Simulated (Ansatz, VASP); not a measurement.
# Pd: VASP beside Ansatz

```xyz
1
Lattice="0.0000 1.9282 1.9282 1.9282 0.0000 1.9282 1.9282 1.9282 0.0000" Properties=species:S:1:pos:R:3 pbc="T T T"
Pd    0.0000    0.0000    0.0000
```

Alike in both runs: functional PBEsol; dispersion D4; k mesh 18 × 18 × 18; occupations gaussian, width 0.1 eV; no spin polarisation.

Ansatz relaxed the structure, and its values are those at the end. VASP's run is a single point on that final structure, the one shown.

|  | VASP | Ansatz |
| --- | --- | --- |
| version | VASP 6.6.1 | Ansatz 0.2.0 |
| potentials or method | VASP PAW PBE potentials, release 64 (Pd), cutoff 500 eV | scalar-relativistic, plane waves, PAW |
| valence electrons in the cell | 10 | 18 |

Ansatz gave:

- gap on the k mesh at the Fermi level (eV): none
- pressure (GPa): 0.0

Task: Estimate VASP's values.

Result: gap on the k mesh at the Fermi level (eV): none; pressure (GPa): -0.3.

VASP's potentials were made for PBE, not for PBEsol, and Ansatz warns of the same on its side. A gap of «none» marks a metal or a gap that the smearing closes. VASP's potentials hold 10 valence electrons a cell and Ansatz's 18, so a difference there can come from the potentials and not from the codes.
